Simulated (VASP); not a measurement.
# Na (Pm-3m) in VASP: a series of runs

The runs below take Na through single point, relaxation of cell and atoms, with r2SCAN.

Everything below comes from runs of VASP 6.6.1. Logs are shortened: lines on timing, memory, paths and dates and some standing lists are left out, and cuts for length are marked.

### 1 The cell of the first run

The structure is cubic, space group Pm-3m (No. 221). The conventional cell has a = 3.382 Å, b = 3.382 Å, c = 3.382 Å, α = 90.00°, β = 90.00°, γ = 90.00°. Within 4.4 Å of Na (site symmetry m-3m) lie 6 Na at 3.38 Å.

This isn't the form of Na at room conditions, which is bcc.

### 2 Single point, r2SCAN

Contents of POSCAR:

```
Na
1.0
    3.3818079441      0.0000000000      0.0000000000
    0.0000000000      3.3818079441      0.0000000000
    0.0000000000      0.0000000000      3.3818079441
Na
1
Direct
    0.0000000000      0.0000000000      0.0000000000
```

Contents of INCAR.step1:

```
PREC = Accurate ; ENCUT = 520
ISMEAR = 0 ; SIGMA = 0.1
LREAL = F ; LASPH = T
NELM = 80 ; NBANDS = 10
GGA = PE ; ALGO = Normal
EDIFF = 1E-4 ; LWAVE = T
LCHARG = F
```

Contents of INCAR.step2:

```
PREC = Accurate ; ENCUT = 520
EDIFF = 1E-6 ; ISMEAR = 0
SIGMA = 0.1 ; LREAL = F
LASPH = T ; NELM = 80
ALGO = Normal ; ISIF = 2
LWAVE = F ; LCHARG = T
METAGGA = R2SCAN ; LMIXTAU = T
LELF = T ; LVHAR = T
NBANDS = 10 ; ISTART = 1
```

Contents of KPOINTS:

```
regular mesh
0
Gamma
  6 6 6
```

Potentials or basis: VASP PAW PBE potentials, release 64 (Na_pv).

Launch:

```sh
> cat potpaw_PBE.64/Na_pv/POTCAR > POTCAR
> cp INCAR.step1 INCAR
> mpirun -np 1 vasp_std > vasp.out
> cp INCAR.step2 INCAR
> mpirun -np 1 vasp_std > vasp.out
```

OUTCAR:

```text
PREC = Accurate
   ENCUT = 520
   EDIFF = 1E-6
   ISMEAR = 0
   LREAL = F
   LASPH = T
   NELM = 80
   ISIF = 2
   METAGGA = R2SCAN
   ISTART = 1

 ion  position               nearest neighbor table
   1  0.000  0.000  0.000-

  LATTYP: Found a simple cubic cell.
 ALAT       =     3.3818079441

  Lattice vectors:

 A1 = (   3.3818079441,   0.0000000000,   0.0000000000)
 A2 = (   0.0000000000,   3.3818079441,   0.0000000000)
 A3 = (   0.0000000000,   0.0000000000,   3.3818079441)

Analysis of symmetry for initial positions (statically):
=====================================================================
 Subroutine PRICEL returns:
 Original cell was already a primitive cell.

 Routine SETGRP: Setting up the symmetry group for a
 simple cubic supercell.

 Subroutine GETGRP returns: Found 48 space group operations
 (whereof 48 operations were pure point group operations)
 out of a pool of 48 trial point group operations.

The static configuration has the point symmetry O_h .

Analysis of symmetry for dynamics (positions and initial velocities):
=====================================================================
 Subroutine PRICEL returns:
 Original cell was already a primitive cell.

 Routine SETGRP: Setting up the symmetry group for a
 simple cubic supercell.

 Subroutine GETGRP returns: Found 48 space group operations
 (whereof 48 operations were pure point group operations)
 out of a pool of 48 trial point group operations.

The dynamic configuration has the point symmetry O_h .

 Subroutine INISYM returns: Found 48 space group operations
 (whereof 48 operations are pure point group operations),
 and found     1 'primitive' translations

----------------------------------------------------------------------------------------

                                     Primitive cell

  volume of cell :      38.6765

  direct lattice vectors                    reciprocal lattice vectors
     3.381807944  0.000000000  0.000000000     0.295699820  0.000000000  0.000000000
     0.000000000  3.381807944  0.000000000     0.000000000  0.295699820  0.000000000
     0.000000000  0.000000000  3.381807944     0.000000000  0.000000000  0.295699820

  length of vectors
     3.381807944  3.381807944  3.381807944     0.295699820  0.295699820  0.295699820

  position of ions in fractional coordinates (direct lattice)
     0.000000000  0.000000000  0.000000000

  ion indices of the primitive-cell ions
   primitive index   ion index
                 1           1

----------------------------------------------------------------------------------------

 KPOINTS: regular mesh

Automatic generation of k-mesh.
 Grid dimensions read from file:
 generate k-points for:    6    6    6

 Generating k-lattice:

  Cartesian coordinates                     Fractional coordinates (reciprocal lattice)
     0.049283303  0.000000000  0.000000000     0.166666667  0.000000000  0.000000000
     0.000000000  0.049283303  0.000000000     0.000000000  0.166666667  0.000000000
     0.000000000  0.000000000  0.049283303     0.000000000  0.000000000  0.166666667

  Length of vectors
     0.049283303  0.049283303  0.049283303

  Shift w.r.t. Gamma in fractional coordinates (k-lattice)
     0.000000000  0.000000000  0.000000000

 Subroutine IBZKPT returns following result:
 ===========================================

 Found     20 irreducible k-points:

 Following reciprocal coordinates:
            Coordinates               Weight
  0.000000  0.000000  0.000000      1.000000
  0.166667  0.000000  0.000000      6.000000
  0.333333  0.000000  0.000000      6.000000
  0.500000  0.000000  0.000000      3.000000
  0.166667  0.166667  0.000000     12.000000
  0.333333  0.166667  0.000000     24.000000
[... 12 lines left out ...]
  0.500000  0.500000  0.333333      6.000000
  0.500000  0.500000  0.500000      1.000000
   k-points           NKPTS =     20   k-points in BZ     NKDIM =     20   number of bands    NBANDS=     10
   number of dos      NEDOS =    301   number of ions     NIONS =      1
   total plane-waves  NPLWV =  21952
   dimension x,y,z NGX =    28 NGY =   28 NGZ =   28
   dimension x,y,z NGXF=    56 NGYF=   56 NGZF=   56
   ions per type =               1
   NGX,Y,Z   is equivalent  to a cutoff of  13.76, 13.76, 13.76 a.u.
   NGXF,Y,Z  is equivalent  to a cutoff of  27.53, 27.53, 27.53 a.u.
 SYSTEM =  unknown system
   PREC   = accura    normal or accurate (medium, high low for compatibility)
   ISTART =      1    job   : 0-new  1-cont  2-samecut
   ICHARG =      0    charge: 1-file 2-atom 10-const
   ISPIN  =      1    spin polarized calculation?
   LNONCOLLINEAR =      F non collinear calculations
   LSORBIT =      F    spin-orbit coupling
   LASPH  =      T    aspherical Exc in radial PAW
   ENCUT  =  520.0 eV  38.22 Ry    6.18 a.u.   6.29  6.29  6.29*2*pi/ulx,y,z
   NELM   =     80;   NELMIN=  2; NELMDL=  0     # of ELM steps
   EDIFF  = 0.1E-05   stopping-criterion for ELM
   LREAL  =      F    real-space projection
[... 7 lines left out ...]
   TEBEG  =    0.0;   TEEND  =   0.0 temperature during run
   PSTRESS=    0.0 pullay stress
   NELECT =       7.0000    total number of electrons
   NUPDOWN=      -1.0000    fix difference up-down
   EMIN   =  10.00;   EMAX   =-10.00  energy-range for DOS
   EFERMI =   0.00;   METHOD = LEGACY
   ISMEAR =     0;   SIGMA  =   0.10  broadening in eV -4-tet -1-fermi 0-gaus
   EFERMI_NEDOS =   21; number of points for ismear=-14 and -15
   IALGO  =     38    algorithm
   IMIX   =      4    mixing-type and parameters
     AMIX     =   0.40;   BMIX     =  1.00
     AMIX_MAG =   1.60;   BMIX_MAG =  1.00
  volume/ion in A,a.u.               =      38.68       261.00
  Fermi-wavevector in a.u.,A,eV,Ry     =   0.926030  1.749944 11.667435  0.857532
  Thomas-Fermi vector in A             =   2.051949
   LORBIT       =      0    0 simple, 1 ext, 2 COOP (PROOUT), +10 PAW based schemes
   METAGGA = R2SCAN    functional components
   LHFCALC =     F    Hartree Fock is set to
   AEXX    =    0.0000 exact exchange contribution
   IVDW    =     0    specifies the selected vdW correction
   LEPSILON=     F    determine dielectric tensor
   LRPA    =     F    only Hartree local field effects (RPA)
 non-spin polarized calculation
 Gauss-broadening in eV      SIGMA  =   0.10
  energy-cutoff  :      520.00
  volume of cell :       38.68
 maximum number of plane-waves:      1064
 NGX is ok and might be reduce to    28
   NGX = 13   NGY = 13   NGZ = 13

 number of electron       7.0000008 magnetization

 Free energy of the ion-electron system (eV)
  ---------------------------------------------------
  ext. energy  EPLUGINS =         0.00000000
  ---------------------------------------------------
  free energy    TOTEN  =        -3.41040001 eV

  energy without entropy =       -3.40381520  energy(sigma->0) =       -3.40710761

 E-fermi :   0.3724     XC(G=0):  -6.7984

 val. band max:        0.1549948910   @ k =   0.5000   0.0000   0.0000
 cond. band min:       0.3737998563   @ k =   0.3333   0.3333   0.1667
 fundamental gap:      0.2188049653
 Fermi energy:         0.3724279932

 k-point     1 :       0.0000    0.0000    0.0000
  band No.  band energies     occupation
      1     -26.0016      2.00000
      2     -26.0016      2.00000
      3     -26.0016      2.00000
      4      -3.1560      2.00000
      5       9.0233      0.00000
      6       9.0233      0.00000
      7      10.7773      0.00000
      8      10.7773      0.00000
      9      10.7773      0.00000
     10      14.1575      0.00000

 k-point     2 :       0.1667    0.0000    0.0000
  band No.  band energies     occupation
      1     -26.0143      2.00000
      2     -26.0006      2.00000
      3     -26.0006      2.00000
      4      -2.7529      2.00000
      5       6.2689      0.00000
      6       9.3899      0.00000
      7      11.0896      0.00000
      8      11.0896      0.00000
      9      12.2872      0.00000
     10      16.3441      0.00000

 k-point     3 :       0.3333    0.0000    0.0000
  band No.  band energies     occupation
      1     -26.0396      2.00000
      2     -25.9984      2.00000
      3     -25.9984      2.00000
      4      -1.5614      2.00000
      5       3.0611      0.00000
      6      10.4338      0.00000
      7      12.0108      0.00000
      8      12.0108      0.00000
      9      13.6516      0.00000
     10      15.8401      0.00000

 k-point     4 :       0.5000    0.0000    0.0000
  band No.  band energies     occupation
      1     -26.0521      2.00000
      2     -25.9973      2.00000
      3     -25.9973      2.00000
      4       0.1550      1.99789
      5       0.6515      0.00008
      6      11.4528      0.00000
      7      13.1024      0.00000
      8      13.1024      0.00000
      9      14.0374      0.00000
     10      14.3473      0.00000

 k-point     5 :       0.1667    0.1667    0.0000
  band No.  band energies     occupation
      1     -26.0136      2.00000
      2     -26.0126      2.00000
      3     -25.9995      2.00000
      4      -2.3527      2.00000
      5       6.2516      0.00000
      6       7.1502      0.00000
      7      11.2891      0.00000
      8      11.4048      0.00000
      9      14.9410      0.00000
     10      15.7034      0.00000

 k-point     6 :       0.3333    0.1667    0.0000
  band No.  band energies     occupation
      1     -26.0381      2.00000
      2     -26.0106      2.00000
      3     -25.9973      2.00000
      4      -1.1693      2.00000
      5       3.4250      0.00000
      6       7.8457      0.00000
      7      11.5117      0.00000
      8      12.3351      0.00000
      9      13.5032      0.00000
     10      16.3003      0.00000
[... 131 lines left out ...]
 k-point    17 :       0.3333    0.3333    0.3333
  band No.  band energies     occupation
      1     -26.0316      2.00000
      2     -26.0302      2.00000
      3     -26.0302      2.00000
      4       1.5082      0.00000
      5       5.5853      0.00000
      6       5.5853      0.00000
      7       7.1766      0.00000
      8       9.8712      0.00000
      9       9.8712      0.00000
     10      12.6708      0.00000

 k-point    18 :       0.5000    0.3333    0.3333
  band No.  band energies     occupation
      1     -26.0424      2.00000
      2     -26.0297      2.00000
      3     -26.0288      2.00000
      4       3.1180      0.00000
      5       3.6445      0.00000
      6       7.2322      0.00000
      7       7.4981      0.00000
      8       8.0284      0.00000
      9       9.1685      0.00000
     10      12.3346      0.00000

 k-point    19 :       0.5000    0.5000    0.3333
  band No.  band energies     occupation
      1     -26.0408      2.00000
      2     -26.0408      2.00000
      3     -26.0278      2.00000
      4       4.8821      0.00000
      5       4.8821      0.00000
      6       5.0555      0.00000
      7       6.2311      0.00000
      8       9.1733      0.00000
      9       9.1733      0.00000
     10      10.0782      0.00000

 k-point    20 :       0.5000    0.5000    0.5000
  band No.  band energies     occupation
      1     -26.0393      2.00000
      2     -26.0393      2.00000
      3     -26.0393      2.00000
      4       6.4416      0.00000
      5       6.4416      0.00000
      6       6.4416      0.00000
      7       6.8860      0.00000
      8       6.8860      0.00000
      9       6.8860      0.00000
     10       7.8938      0.00000

------------------------ aborting loop because EDIFF is reached ----------------------------------------

  FORCE on cell =-STRESS in cart. coord.  units (eV):
  Direction    XX          YY          ZZ          XY          YZ          ZX
  --------------------------------------------------------------------------------------
  -------------------------------------------------------------------------------------
  Total        0.0900080      0.0900080      0.0900080     -0.0000000      0.0000000     -0.0000000
  in kB        3.7285933      3.7285933      3.7285933     -0.0000000      0.0000000     -0.0000000
  external PRESSURE =       3.7285933 kB  Pullay stress =       0.0000000 kB

 VOLUME and BASIS-vectors are now :
 -----------------------------------------------------------------------------
  energy-cutoff  :      520.00
  volume of cell :       38.68
      direct lattice vectors                 reciprocal lattice vectors
     3.381807944  0.000000000  0.000000000     0.295699820  0.000000000  0.000000000
     0.000000000  3.381807944  0.000000000     0.000000000  0.295699820  0.000000000
     0.000000000  0.000000000  3.381807944     0.000000000  0.000000000  0.295699820

 POSITION                                       TOTAL-FORCE (eV/Angst)
 -----------------------------------------------------------------------------------
      0.00000      0.00000      0.00000         0.000000      0.000000      0.000000
 -----------------------------------------------------------------------------------
    total drift:                               -0.000000     -0.000000     -0.000000

  FREE ENERGIE OF THE ION-ELECTRON SYSTEM (eV)
  ---------------------------------------------------
  free  energy   TOTEN  =        -3.4104000145 eV

  energy  without entropy=       -3.4038151963  energy(sigma->0) =       -3.40710761
```

Run time: 45 s. Hardware: 1 thread of Oxide Virtual Turin-like, shared host; peak memory 0.12 GiB.

What came out:

```
Free energy            : -3.4104 eV
Pressure               : 0.4 GPa
Band gap on the k mesh : zero (an odd number of electrons rules out a gap without spin polarisation)
```

Caveat: the PAW data sets were made with another functional, which shifts forces and pressure a little.

### 3 Single point, r2SCAN

This run uses another cell than the first one, of 39.78 Å³/atom.

Contents of POSCAR:

```
Na
1.0
    3.4137621557      0.0000000000      0.0000000000
    0.0000000000      3.4137621557      0.0000000000
    0.0000000000      0.0000000000      3.4137621557
Na
1
Direct
    0.0000000000      0.0000000000      0.0000000000
```

Contents of INCAR.step1:

```
SYSTEM = Na
  PREC = Accurate
  ENCUT = 520
  ISMEAR = 0
  SIGMA = 0.1
  LREAL = .False.
  LASPH = .True.
  NELM = 80
  NBANDS = 10
  GGA = PE
  ALGO = Normal
  EDIFF = 1E-4
  LWAVE = .True.
  LCHARG = .False.
```

Contents of INCAR.step2:

```
SYSTEM = Na
  PREC = Accurate
  ENCUT = 520
  EDIFF = 1E-6
  ISMEAR = 0
  SIGMA = 0.1
  LREAL = .False.
  LASPH = .True.
  NELM = 80
  ALGO = Normal
  ISIF = 2
  LWAVE = .False.
  LCHARG = .False.
  METAGGA = R2SCAN
  LMIXTAU = .True.
  NBANDS = 10
  ISTART = 1
```

Contents of KPOINTS:

```
regular mesh
0
Gamma
  16 16 16
  0 0 0
```

Potentials or basis: VASP PAW PBE potentials, release 64 (Na_pv).

Launch:

```sh
> cat potpaw_PBE.64/Na_pv/POTCAR > POTCAR
> cp INCAR.step1 INCAR
> mpirun -np 1 vasp_std > vasp.out
> cp INCAR.step2 INCAR
> mpirun -np 1 vasp_std > vasp.out
```

It took 4.6 min on 1 thread of Oxide Virtual Turin-like, shared host; peak memory 0.16 GiB.

Results (log left out):

```
Free energy            : -3.4296 eV
Pressure               : 0.1 GPa
Band gap on the k mesh : zero (an odd number of electrons rules out a gap without spin polarisation)
```

Levels at points of the mesh, in eV from the Fermi level:
```tsv
k point	band 1	band 2	band 3	band 4	band 5	band 6
(0.00, 0.00, 0.00)	-26.27	-26.27	-26.27	-3.35	8.65	8.65
(0.50, 0.00, 0.00)	-26.32	-26.27	-26.27	-0.09	0.37	11.04
(0.50, 0.50, 0.00)	-26.31	-26.31	-26.26	3.17	3.17	3.24
(0.50, 0.50, 0.50)	-26.30	-26.30	-26.30	6.12	6.12	6.12
```

Caveat: the PAW data sets were made with another functional, which shifts forces and pressure a little.

### 4 Relaxation of cell and atoms, r2SCAN

Contents of POSCAR:

```
Na
1.0
    3.3818079441      0.0000000000      0.0000000000
    0.0000000000      3.3818079441      0.0000000000
    0.0000000000      0.0000000000      3.3818079441
Na
1
Direct
    0.0000000000      0.0000000000      0.0000000000
```

Contents of INCAR.step1:

```
PREC     = Accurate       # precision mode
ENCUT    = 600            # plane-wave cutoff, eV
ISMEAR   = 0              # smearing method
SIGMA    = 0.1            # smearing width, eV
LREAL    = False          # projectors in reciprocal space
LASPH    = True           # aspherical terms in the spheres
NELM     = 80             # most SCF steps
GGA      = PE             # functional
ALGO     = Normal         # electronic algorithm
EDIFF    = 1E-4           # SCF threshold, eV
LWAVE    = True           # write WAVECAR
LCHARG   = False          # write CHGCAR
```

Contents of INCAR.step2:

```
PREC     = Accurate       # precision mode
ENCUT    = 600            # plane-wave cutoff, eV
EDIFF    = 1E-7           # SCF threshold, eV
ISMEAR   = 0              # smearing method
SIGMA    = 0.1            # smearing width, eV
LREAL    = False          # projectors in reciprocal space
LASPH    = True           # aspherical terms in the spheres
NELM     = 80             # most SCF steps
ALGO     = Normal         # electronic algorithm
ISIF     = 3              # what is computed and relaxed
LWAVE    = False          # write WAVECAR
LCHARG   = False          # write CHGCAR
METAGGA  = R2SCAN         # meta-GGA
LMIXTAU  = True         
IBRION   = 2              # ionic algorithm
NSW      = 100            # ionic steps
EDIFFG   = -0.01          # ionic threshold
ISTART   = 1
```

Contents of KPOINTS:

```
Automatic mesh
0
Gamma
  16 16 16
```

Launch:

```sh
> cat potpaw_PBE.64/Na_pv/POTCAR > POTCAR
> cp INCAR.step1 INCAR
> mpirun -np 1 vasp_std > vasp.out
> cp INCAR.step2 INCAR
> mpirun -np 1 vasp_std > vasp.out
```

Wall time 17 min (1 thread of Oxide Virtual Turin-like, shared host); peak memory 0.15 GiB.

The run converged. Its results:

| Item | Value |
| --- | --- |
| Free energy | -3.4302 eV |
| Relaxed volume | 39.83 Å³/atom |
| Relaxed cell | a = 3.415 Å, b = 3.415 Å, c = 3.415 Å, α = 90.00°, β = 90.00°, γ = 90.00° |
| Space group after relaxing (to 0.1 Å) | Pm-3m (No. 221) |
| Energy gained by relaxing | 1.0 meV/atom |
| Ionic steps | 4 |
| Pressure after relaxing | 0.0 GPa |
| Band gap on the k mesh | zero (an odd number of electrons rules out a gap without spin polarisation) |

Step by step:
```
step  energy change (eV)  largest force (eV/Å)  pressure (GPa)  volume (Å³)
   1              0.0000                0.0000            0.28        38.68
   2             -0.0005                0.0000            0.22        39.05
   3             -0.0008                0.0000           -0.10        40.20
   4             -0.0010                0.0000            0.02        39.83
```

Final structure:
```xyz
1
Lattice="3.4151 0.0000 0.0000 0.0000 3.4151 0.0000 0.0000 0.0000 3.4151" Properties=species:S:1:pos:R:3 pbc="T T T"
Na    0.0000    0.0000    0.0000
```

Levels at points of the mesh, in eV from the Fermi level:
```
           k point  band 1  band 2  band 3  band 4  band 5  band 6  band 7
(0.00, 0.00, 0.00)  -26.27  -26.27  -26.27   -3.35    8.65    8.65   10.33
(0.50, 0.00, 0.00)  -26.32  -26.27  -26.27   -0.08    0.37   11.03   12.66
(0.50, 0.50, 0.00)  -26.31  -26.31  -26.26    3.17    3.17    3.24    4.59
(0.50, 0.50, 0.50)  -26.31  -26.31  -26.31    6.12    6.12    6.12    6.48
```

Caveat: the PAW data sets were made with another functional, which shifts forces and pressure a little.

### 5 The runs side by side

```tsv
task	cell	k mesh	cutoff (eV)	gap on the mesh (eV)	pressure (GPa)
single point	a = 3.382 Å, 1 atom	6 × 6 × 6	520	none	0.4
single point	a = 3.414 Å, 1 atom	16 × 16 × 16	520	none	0.1
relaxation of cell and atoms	relaxed from a = 3.382 Å, 1 atom	16 × 16 × 16	600	none	0.0
```

Alike in all rows: level r2SCAN; potentials or basis VASP PAW PBE potentials, release 64 (Na_pv); no spin polarisation; smearing gaussian 0.1 eV.

Caveats: the PAW data sets were made with another functional, which shifts forces and pressure a little.

Absolute energies hang on the potentials; compare differences alone.

The gap in the log of VASP goes by the Fermi energy; the results here count the filled bands.